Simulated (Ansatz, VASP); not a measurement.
One calculation of InBS3, two programs

INCAR

```
ALGO = Normal ; EDIFF = 1E-6
ENCUT = 520 ; GGA = PE
ISIF = 2 ; ISMEAR = 0
LASPH = True ; LCHARG = False
LREAL = False ; LWAVE = False
NBANDS = 45 ; NELM = 60
PREC = Accurate ; SIGMA = 0.1
```

KPOINTS

```
k-points
0
Gamma
  4 4 4
```

Contents of POSCAR:

```
InBS3
1.0
    3.1117530500      1.7965714600      5.0814714500
   -3.1117530500      1.7965714600      5.0814714500
    0.0000000000     -3.5931429200      5.0814714500
In B S
2 2 6
Direct
    0.7500000000      0.7500000000      0.7500000000
    0.2500000000      0.2500000000      0.2500000000
    0.5000000000      0.5000000000      0.5000000000
    0.0000000000      0.0000000000      0.0000000000
    0.8101400600      0.2500000000      0.6898599400
    0.6898599400      0.8101400600      0.2500000000
    0.2500000000      0.6898599400      0.8101400600
    0.1898599400      0.7500000000      0.3101400600
    0.3101400600      0.1898599400      0.7500000000
    0.7500000000      0.3101400600      0.1898599400
```

Input for Ansatz:

```yaml
crystal:
  lattice:
    - [3.11175305, 1.79657146, 5.08147145]
    - [-3.11175305, 1.79657146, 5.08147145]
    - [0.0, -3.59314292, 5.08147145]
  atoms:
    - { symbol: In, position: [0.75, 0.75, 0.75] }
    - { symbol: In, position: [0.25, 0.25, 0.25] }
    - { symbol: B, position: [0.5, 0.5, 0.5] }
    - { symbol: B, position: [0.0, 0.0, 0.0] }
    - { symbol: S, position: [0.81014006, 0.25, 0.68985994] }
    - { symbol: S, position: [0.68985994, 0.81014006, 0.25] }
    - { symbol: S, position: [0.25, 0.68985994, 0.81014006] }
    - { symbol: S, position: [0.18985994, 0.75, 0.31014006] }
    - { symbol: S, position: [0.31014006, 0.18985994, 0.75] }
    - { symbol: S, position: [0.75, 0.31014006, 0.18985994] }
basis:
  ecutwfc: 420
kpoints:
  mp_grid: { grid: [4, 4, 4] }
hamiltonian:
  xc: pbe
scf:
  occupations: { method: gaussian, width: 0.1 }
  lower_state_search: "off"
output:
  forces: true
  stress: true
  eigenvalues: true
```

Alike in both runs: task single point; functional PBE; k mesh 4 × 4 × 4; occupations gaussian, width 0.1 eV; no spin polarisation.

|  | VASP | Ansatz |
| --- | --- | --- |
| version | VASP 6.6.1 | Ansatz 0.2.0 |
| potentials or method | VASP PAW PBE potentials, release 64 (In_d, B, S), cutoff 520 eV | scalar-relativistic, plane waves, PAW |
| valence electrons in the cell | 68 | 68 |

Ansatz gave:

```
gap on the k mesh at the Fermi level (eV)                     : none
pressure (GPa)                                                : -5.1
traceless stress, the component that is largest in VASP (GPa) : 1.53
rms of the force components (eV/Å)                            : 0.423
```

Problem. Which values does VASP return?

Solution. gap on the k mesh at the Fermi level (eV): none; pressure (GPa): -5.2; traceless stress, the component that is largest in VASP (GPa): 1.56; rms of the force components (eV/Å): 0.423.

Atom by atom the forces differ by 0.000 eV/Å (rms over components). A gap of «none» marks a metal or a gap that the smearing closes. The functional is the same, so the differences come from potentials, cutoffs and numerics.
